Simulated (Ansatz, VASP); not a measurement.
# Pd in VASP and in Ansatz

```xyz
1
Lattice="2.1175 0.0000 0.0000 0.0000 2.1175 0.0000 0.0000 0.0000 2.1175" Properties=species:S:1:pos:R:3 pbc="T T T"
Pd    0.0000    0.0000    0.0000
```

Change from the starting cell: volume scaled by 0.58, PAW files.

Alike in both runs: task single point; functional LDA; k mesh 15 × 15 × 15; occupations fermi-dirac, width 0.1 eV; no spin polarisation.

|  | VASP | Ansatz |
| --- | --- | --- |
| version | VASP 6.6.1 | Ansatz 0.2.0 |
| potentials or method | VASP PAW LDA potentials, release 64 (Pd) | PAW with Ansatz's default frozen-core files, scalar-relativistic |
| plane-wave cutoff (eV) | 520 | 420 |
| valence electrons in the cell | 10 | 18 |

|  | VASP | Ansatz | Ansatz less VASP |
| --- | --- | --- | --- |
| pressure (GPa) | 354.6 | 365.6 | +11.00 |

LDA's correlation is that of Perdew and Zunger in VASP and of Perdew and Wang (1992) in Ansatz. Both programs put the cell under a high pressure, so it lies far from rest at this level. VASP's potentials hold 10 valence electrons a cell and Ansatz's 18, so a difference there can come from the potentials and not from the codes.

Noted on VASP's run: the cell as given lies far from equilibrium.
